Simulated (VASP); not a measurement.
# HfC (Fm-3m) in VASP: vibrations by perturbation theory with PBE

Aim: the vibrations by perturbation theory of HfC with PBE.

Program: VASP 6.6.1. These are calculated values, not measurements. Logs are shortened: lines on timing, memory, paths and dates and some standing lists are left out, and cuts for length are marked.

### Step 1. The cell of the first run

The structure is cubic, space group Fm-3m (No. 225). Conventional cell: a = 4.651 Å, b = 4.651 Å, c = 4.651 Å, α = 90.00°, β = 90.00°, γ = 90.00°. Within 3.1 Å of Hf (site symmetry m-3m) lie 6 C at 2.33 Å. Within 3.1 Å of C (site symmetry m-3m) lie 6 Hf at 2.33 Å.

### Step 2. Vibrations by perturbation theory, PBE

File INCAR:

```
SYSTEM = HfC
  ALGO = Normal
  EDIFF = 1E-8
  ENCUT = 520
  GGA = PE
  IBRION = 8
  ISIF = 2
  ISMEAR = -1
  LASPH = .True.
  LCHARG = .False.
  LREAL = .False.
  LWAVE = .False.
  NBANDS = 14
  NELM = 80
  NSW = 1
  PREC = Accurate
  SIGMA = 0.15
```

File KPOINTS:

```
k-points
0
Gamma
  20 20 20
  0 0 0
```

File POSCAR:

```
HfC
1.0
    0.0000000000      2.3257289119      2.3257289119
    2.3257289119      0.0000000000      2.3257289119
    2.3257289119      2.3257289119      0.0000000000
Hf C
1 1
Direct
    0.5000000000      0.5000000000      0.5000000000
    0.0000000000      0.0000000000      0.0000000000
```

Potentials or basis: VASP PAW PBE potentials, release 64 (Hf_pv, C).

Started as:

```
> cat potpaw_PBE.64/Hf_pv/POTCAR potpaw_PBE.64/C/POTCAR > POTCAR
> mpirun -np 1 vasp_std > vasp.out
```

OUTCAR:

```text
SYSTEM = HfC
   EDIFF = 1E-8
   ENCUT = 520
   GGA = PE
   IBRION = 8
   ISIF = 2
   ISMEAR = -1
   LASPH = .True.
   LREAL = .False.
   NELM = 80
   NSW = 1
   PREC = Accurate

 ion  position               nearest neighbor table
   1  0.500  0.500  0.500-   2 2.33   2 2.33   2 2.33   2 2.33   2 2.33   2 2.33
   2  0.000  0.000  0.000-   1 2.33   1 2.33   1 2.33   1 2.33   1 2.33   1 2.33

  LATTYP: Found a face centered cubic cell.
 ALAT       =     4.6514578238

  Lattice vectors:

 A1 = (   0.0000000000,   2.3257289119,   2.3257289119)
 A2 = (   2.3257289119,   0.0000000000,   2.3257289119)
 A3 = (   2.3257289119,   2.3257289119,   0.0000000000)

Analysis of symmetry for initial positions (statically):
=====================================================================
 Subroutine PRICEL returns:
 Original cell was already a primitive cell.

 Routine SETGRP: Setting up the symmetry group for a
 face centered cubic supercell.

 Subroutine GETGRP returns: Found 48 space group operations
 (whereof 48 operations were pure point group operations)
 out of a pool of 48 trial point group operations.

The static configuration has the point symmetry O_h .

Analysis of symmetry for dynamics (positions and initial velocities):
=====================================================================
 Subroutine PRICEL returns:
 Original cell was already a primitive cell.

 Routine SETGRP: Setting up the symmetry group for a
 face centered cubic supercell.

 Subroutine GETGRP returns: Found 48 space group operations
 (whereof 48 operations were pure point group operations)
 out of a pool of 48 trial point group operations.

The dynamic configuration has the point symmetry O_h .

 Subroutine INISYM returns: Found 48 space group operations
 (whereof 48 operations are pure point group operations),
 and found     1 'primitive' translations

----------------------------------------------------------------------------------------

                                     Primitive cell

  volume of cell :      25.1598

  direct lattice vectors                    reciprocal lattice vectors
     0.000000000  2.325728912  2.325728912    -0.214986363  0.214986363  0.214986363
     2.325728912  0.000000000  2.325728912     0.214986363 -0.214986363  0.214986363
     2.325728912  2.325728912  0.000000000     0.214986363  0.214986363 -0.214986363

  length of vectors
     3.289077370  3.289077370  3.289077370     0.372367304  0.372367304  0.372367304

  position of ions in fractional coordinates (direct lattice)
     0.500000000  0.500000000  0.500000000
     0.000000000  0.000000000  0.000000000

  ion indices of the primitive-cell ions
   primitive index   ion index
                 1           1
                 2           2

----------------------------------------------------------------------------------------

 KPOINTS: k-points

Automatic generation of k-mesh.
 Grid dimensions read from file:
 generate k-points for:   20   20   20

 Generating k-lattice:

  Cartesian coordinates                     Fractional coordinates (reciprocal lattice)
    -0.010749318  0.010749318  0.010749318     0.050000000  0.000000000  0.000000000
     0.010749318 -0.010749318  0.010749318     0.000000000  0.050000000  0.000000000
     0.010749318  0.010749318 -0.010749318     0.000000000  0.000000000  0.050000000

  Length of vectors
[... 85 lines left out ...]
   LRPA    =     F    only Hartree local field effects (RPA)
 non-spin polarized calculation
  energy-cutoff  :      520.00
  volume of cell :       25.16
 maximum number of plane-waves:       700
   NGX = 13   NGY = 13   NGZ = 13

--------------------------------------- Ionic step        1  -------------------------------------------

 number of electron      14.0000000 magnetization

 Free energy of the ion-electron system (eV)
  ---------------------------------------------------
  ext. energy  EPLUGINS =         0.00000000
  ---------------------------------------------------
  free energy    TOTEN  =       -21.05644611 eV

  energy without entropy =      -21.03423401  energy(sigma->0) =      -21.04534006

 E-fermi :   5.9415     XC(G=0): -12.2809

 val. band max:        5.9250103688   @ k =   0.2000   0.2000   0.0000
 cond. band min:       5.9581329053   @ k =   0.1000   0.0000   0.0000
 fundamental gap:      0.0331225365
 Fermi energy:         5.9415088817

 k-point     1 :       0.0000    0.0000    0.0000
  band No.  band energies     occupation
      1     -23.6288      2.00000
      2     -23.6288      2.00000
      3     -23.6288      2.00000
      4      -6.3607      2.00000
      5       6.9416      0.00254
      6       6.9416      0.00254
      7       6.9416      0.00254
      8       7.3380      0.00018
      9       7.3380      0.00018
     10       7.3380      0.00018
     11       9.3345      0.00000
     12       9.3345      0.00000
     13      12.7608      0.00000
     14      16.9445      0.00000
[... 377 lines left out ...]
      1     -24.1923      2.00000
      2     -23.7051      2.00000
      3     -23.6810      2.00000
      4      -3.6423      2.00000
      5       1.0420      2.00000
      6       3.2617      2.00000
      7       3.4162      2.00000
      8       9.8227      0.00000
      9      10.0722      0.00000
     10      10.8786      0.00000
     11      14.4828      0.00000
     12      15.2922      0.00000
     13      16.3150      0.00000
     14      19.6497      0.00000

 [... further k-points ...]

------------------------ aborting loop because EDIFF is reached ----------------------------------------

  FORCE on cell =-STRESS in cart. coord.  units (eV):
  Direction    XX          YY          ZZ          XY          YZ          ZX
  --------------------------------------------------------------------------------------
  -------------------------------------------------------------------------------------
  Total       -0.1024793     -0.1024793     -0.1024793     -0.0000000     -0.0000000      0.0000000
  in kB       -6.5258838     -6.5258838     -6.5258838     -0.0000000     -0.0000000      0.0000000
  external PRESSURE =      -6.5258838 kB  Pullay stress =       0.0000000 kB

 VOLUME and BASIS-vectors are now :
 -----------------------------------------------------------------------------
  energy-cutoff  :      520.00
  volume of cell :       25.16
      direct lattice vectors                 reciprocal lattice vectors
     0.000000000  2.325728912  2.325728912    -0.214986363  0.214986363  0.214986363
     2.325728912  0.000000000  2.325728912     0.214986363 -0.214986363  0.214986363
     2.325728912  2.325728912  0.000000000     0.214986363  0.214986363 -0.214986363

 POSITION                                       TOTAL-FORCE (eV/Angst)
 -----------------------------------------------------------------------------------
      2.32573      2.32573      2.32573         0.000000     -0.000000     -0.000000
      0.00000      0.00000      0.00000        -0.000000      0.000000      0.000000
 -----------------------------------------------------------------------------------
    total drift:                                0.000000     -0.000000      0.000000

  FREE ENERGIE OF THE ION-ELECTRON SYSTEM (eV)
  ---------------------------------------------------
  free  energy   TOTEN  =       -21.0564461089 eV

  energy  without entropy=      -21.0342340088  energy(sigma->0) =      -21.04534006

[... ionic steps 2 to 3 ...]

--------------------------------------- Ionic step        4  -------------------------------------------

------------------------ aborting loop because EDIFF is reached ----------------------------------------

[... ionic steps 5 to 6 ...]

--------------------------------------- Ionic step        7  -------------------------------------------

 Free energy of the ion-electron system (eV)
  ---------------------------------------------------
  ---------------------------------------------------
  free energy    TOTEN  =        -0.12065063 eV

  energy without entropy =       -0.12065063

------------------------ aborting loop because EDIFF is reached ----------------------------------------

 INTERNAL STRAIN TENSOR  FOR ION    2  DIRECTION 1   (eV/Angst):
 -----------------------------------------------------------------------------
    -0.00512 -0.00000  0.00000
     0.00000  0.00269  0.00000
     0.00000  0.00000  0.00269

 INTERNAL STRAIN TENSOR FOR ION    2 for displacements in x,y,z  (eV/Angst):
          X           Y           Z          XY          YZ          ZX
  --------------------------------------------------------------------------------
  x     0.00000     0.00000     0.00000     0.00000     0.00000     0.00000
  y     0.00000     0.00000     0.00000     0.00000     0.00000     0.00000
  z     0.00000     0.00000     0.00000     0.00000     0.00000     0.00000

 SECOND DERIVATIVES (NOT SYMMETRIZED)
 ------------------------------------
               1X          1Y          1Z          2X          2Y          2Z
  1X    -7.564887    0.000000    0.000000    7.564887    0.000000    0.000000
  1Y     0.000000   -7.564887    0.000000    0.000000    7.564887    0.000000
  1Z     0.000000    0.000000   -7.564887    0.000000    0.000000    7.564887
  2X     7.563448    0.000000    0.000000   -7.563448    0.000000    0.000000
  2Y     0.000000    7.563448    0.000000    0.000000   -7.563448    0.000000
  2Z     0.000000    0.000000    7.563448    0.000000    0.000000   -7.563448

 Eigenvectors and eigenvalues of the dynamical matrix
 ----------------------------------------------------

   1 f  =   12.816379 THz    80.527683 2PiTHz  427.508379 cm-1    53.004260 meV
             X         Y         Z           dx          dy          dz
      2.325729  2.325729  2.325729     0.239749    0.074707    0.000000
      0.000000  0.000000  0.000000    -0.924130   -0.287965   -0.000000
[... 21 lines left out ...]
   6 f/i=    0.000296 THz     0.001862 2PiTHz    0.009887 cm-1     0.001226 meV
             X         Y         Z           dx          dy          dz
      2.325729  2.325729  2.325729    -0.074783   -0.956515    0.128161
      0.000000  0.000000  0.000000    -0.019401   -0.248151    0.033249

--------------------------------------------------------------------------------------------------------

 ELASTIC MODULI CONTR FROM IONIC RELAXATION (kBar)
 Direction    XX          YY          ZZ          XY          YZ          ZX
 --------------------------------------------------------------------------------
 XX           0.0000      0.0000      0.0000      0.0000      0.0000      0.0000
 YY           0.0000      0.0000      0.0000      0.0000      0.0000      0.0000
 ZZ           0.0000      0.0000      0.0000      0.0000      0.0000      0.0000
 XY           0.0000      0.0000      0.0000      0.0000      0.0000      0.0000
 YZ           0.0000      0.0000      0.0000      0.0000      0.0000      0.0000
 ZX           0.0000      0.0000      0.0000      0.0000      0.0000      0.0000
 --------------------------------------------------------------------------------
```

Run time: 6.6 min. Hardware: 1 thread of AMD EPYC 9R45 (Zen 5), shared host; peak memory 0.53 GiB.

What came out:

| Quantity | Value |
| --- | --- |
| Highest phonon frequency at Γ | 428 cm⁻¹ |

Phonon frequencies in cm⁻¹ (negative: imaginary):
| q point | frequencies |
| --- | --- |
| (0.000, 0.000, 0.000) | 0 0 0 428 428 428 |

Caveat: spin-orbit coupling is left out, which moves the levels of the heavy elements.
